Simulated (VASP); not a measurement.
Runs of VASP 6.6.1 on Au. The structure is that of space group P6_3/mmc (No. 194), or close to it. The cells are those of the table. This isn't the form of Au at room conditions, which is fcc.

```tsv
task	cell	smearing	gap on the mesh (eV)	pressure (GPa)	relaxed volume (Å³/atom)
relaxation of cell and atoms	relaxed from a = 2.879, b = 2.879, c = 4.638 Å, angles 90.0, 90.0, 120.0°, 2 atoms	gaussian 0.1 eV	none	0.0	16.64
relaxation of cell and atoms	relaxed to 8 GPa from a = 2.824, b = 2.824, c = 4.734 Å, angles 90.0, 90.0, 120.0°, 2 atoms	fermi-dirac 0.15 eV	none	8.0	-
relaxation of cell and atoms	relaxed from a = 2.838, b = 2.838, c = 4.754 Å, angles 90.0, 90.0, 120.0°, 2 atoms	fermi-dirac 0.15 eV	none	0.0	(a)
relaxation of shape and atoms at fixed volume	relaxed from a = 2.856, b = 2.856, c = 4.793 Å, angles 90.0, 90.0, 120.0°, 2 atoms	fermi-dirac 0.15 eV	none	-3.0	-
relaxation of shape and atoms at fixed volume	relaxed from a = 2.818, b = 2.818, c = 4.730 Å, angles 90.0, 90.0, 120.0°, 2 atoms	fermi-dirac 0.15 eV	none	4.7	-
```

Alike in all rows: level LDA; potentials or basis VASP PAW LDA potentials, release 64 (Au); no spin polarisation; k mesh 18 × 18 × 10; cutoff (eV) 600.

Problem. Estimate the missing entries.

Solution. (a) 16.65.

Caveats: spin-orbit coupling is left out, which moves the levels of the heavy elements; the cell is relaxed towards a set pressure, so the run minimises the enthalpy, not the energy (at least some runs).

A k mesh can miss the band edges, and the runs leave out spin-orbit coupling on Au.

A gap of «none» marks levels without a gap at the run's occupations.
